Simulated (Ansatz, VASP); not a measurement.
**One calculation of LiF, two programs**

The input POSCAR:

```
LiF
1.0
    2.6068437484      0.0000000000      0.0000000000
    0.0000000000      2.6068437484      0.0000000000
    0.0000000000      0.0000000000      2.5162584444
Li F
1 1
Direct
    0.0000000000      0.0000000000      0.0000000000
    0.5000000000      0.5000000000      0.5000000000
```

Contents of INCAR.step1:

```
PREC = Accurate
ENCUT = 520
ISMEAR = 0
SIGMA = 0.01
LREAL = F
LASPH = T
NELM = 60
NBANDS = 12
GGA = PE
ALGO = Normal
EDIFF = 1E-4
LWAVE = T
LCHARG = F
```

INCAR.step2

```
PREC = Accurate
ENCUT = 520
EDIFF = 1E-7
ISMEAR = 0
SIGMA = 0.01
LREAL = F
LASPH = T
NELM = 60
ALGO = Normal
ISIF = 2
LWAVE = F
LCHARG = F
METAGGA = R2SCAN
LMIXTAU = T
NBANDS = 12
ISTART = 1
```

KPOINTS

```
regular mesh
0
Gamma
  10 10 10
```

Input for Ansatz:

```yaml
crystal:
  lattice:
    - [2.6068437484, 0.0, 0.0]
    - [0.0, 2.6068437484, 0.0]
    - [0.0, 0.0, 2.5162584444]
  atoms:
    - { symbol: Li, position: [0.0, 0.0, 0.0] }
    - { symbol: F, position: [0.5, 0.5, 0.5] }
kpoints:
  mp_grid: { grid: [10, 10, 10] }
  band_path:
    path: [[0.0, 0.0, 0.0], [0.0, 0.5, 0.0], [0.5, 0.5, 0.0], [0.5, 0.5, 0.5]]
    npoints: 1
hamiltonian:
  xc: r2scan
scf:
  occupations: { method: fixed }
  n_extra_bands: 4
output:
  forces: true
  stress: true
  eigenvalues: true
```

Change from the starting cell: biaxial_xy strain +3.6%.

Alike in both runs: task single point; functional r2SCAN; k mesh 10 × 10 × 10; no spin polarisation.

|  | VASP | Ansatz |
| --- | --- | --- |
| version | VASP 6.6.1 | Ansatz 0.2.0 |
| potentials or method | VASP PAW PBE potentials, release 64 (Li_sv, F) | plane waves, PAW |
| plane-wave cutoff (eV) | 520 | 500 |
| occupations | gaussian, width 0.01 eV | fixed |
| valence electrons in the cell | 10 | 10 |

```tsv
	VASP	Ansatz	Ansatz less VASP
gap on the k mesh at the Fermi level (eV)	8.26	8.12	-0.141
```

VASP's potentials were made for PBE, not for r2SCAN.

Noted on VASP's run: the cutoff is short for stress, so the pressure is rough.
